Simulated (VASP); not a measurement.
# SiGe3: single point with r2SCAN

SiGe3:

```
Si Ge
1.0
     7.93982    0.00000    0.00000
     0.00000    7.93982    0.00000
     0.00000    0.00000    5.59395
Si Ge
4 12
Direct
  0.00717 0.98767 0.01769
  0.98974 0.48747 0.00740
  0.51449 0.01096 0.99781
  0.53538 0.51219 0.01024
  0.99096 0.26704 0.24654
  0.24027 0.25551 0.51677
  0.25613 0.98932 0.76639
  0.98221 0.72769 0.23083
  0.25294 0.73938 0.49887
  0.24444 0.50795 0.75768
  0.49557 0.24444 0.24135
  0.76041 0.25103 0.52002
  0.75305 0.00212 0.76488
  0.50244 0.75374 0.22084
  0.75646 0.74884 0.47930
  0.74703 0.51360 0.74371
```

```yaml
Program: VASP 6.6.1
Task: single point
Functional: r2SCAN
Potentials_or_basis: VASP PAW PBE potentials, release 64 (Si, Ge_d)
Cutoff: 520 eV
k_mesh: 2 × 2 × 2
Occupations: fermi-dirac, width 0.146 eV
Spin: no spin polarisation
```

The pressure is 1.6 GPa and the largest force is 3.158 eV/Å. The band gap on the k mesh is zero (bands 92 and 93 overlap by 0.15 eV).

Forces in eV/Å, atoms in the order of the input:
```
Si  -0.379  0.780 -0.205
Si   0.445  1.286 -2.223
Si  -1.033 -0.882 -0.129
Si  -2.631 -1.679 -0.137
Ge   0.641 -2.950  0.929
Ge   0.433 -0.551 -0.489
Ge  -0.197  0.463 -0.458
Ge   2.153  1.233  0.330
Ge  -0.439  0.919 -0.967
Ge   0.976 -0.812  1.302
Ge   0.480  1.499  1.102
Ge  -1.264  0.165 -0.595
Ge   1.373 -0.616 -0.656
Ge  -0.155  0.788  1.296
Ge  -1.555  1.069  1.300
Ge   1.152 -0.711 -0.401
```

Stress tensor (GPa, compression positive):
```
 0.11 -0.29 -2.88
-0.29  3.45 -0.36
-2.88 -0.36  1.14
```

Levels at points of the mesh, in eV from the Fermi level:
| k point | band 88 | band 89 | band 90 | band 91 | band 92 | band 93 | band 94 | band 95 | band 96 | band 97 |
| --- | --- | --- | --- | --- | --- | --- | --- | --- | --- | --- |
| (0.00, 0.00, 0.00) | -1.73 | -1.36 | -0.62 | -0.43 | 0.12 | 0.22 | 0.31 | 0.59 | 0.65 | 0.78 |
| (0.50, 0.00, 0.00) | -2.81 | -2.00 | -1.93 | -0.84 | -0.74 | 0.73 | 0.95 | 1.46 | 1.58 | 1.67 |
| (0.00, 0.50, 0.00) | -2.78 | -2.07 | -2.02 | -0.52 | -0.15 | 1.00 | 1.11 | 1.48 | 1.60 | 1.73 |
| (0.50, 0.50, 0.00) | -2.33 | -2.28 | -2.15 | -2.04 | -1.91 | 0.61 | 0.84 | 0.93 | 1.18 | 2.55 |
| (0.00, 0.00, 0.50) | -1.74 | -1.65 | -1.45 | -1.24 | -1.05 | -0.02 | 0.27 | 0.52 | 0.74 | 0.82 |
| (0.50, 0.00, 0.50) | -2.25 | -2.13 | -1.88 | -1.79 | -1.73 | 1.25 | 1.42 | 1.70 | 1.88 | 2.30 |
| (0.00, 0.50, 0.50) | -2.28 | -2.08 | -1.80 | -1.74 | -1.51 | 1.42 | 1.58 | 1.73 | 1.82 | 2.31 |
| (0.50, 0.50, 0.50) | -1.88 | -1.69 | -1.60 | -1.39 | -1.20 | 1.54 | 1.68 | 1.89 | 1.93 | 2.03 |

It took 52 min on 1 thread of Intel Xeon 8259CL (shared host), peak memory 0.53 GiB.

Caveat: the k points lie up to 0.56 Å⁻¹ apart; the atoms stand as in a frame of molecular dynamics; semilocal functionals underestimate gaps, and a narrow one can read as zero; the PAW data sets were made with another functional, which shifts forces and pressure a little.
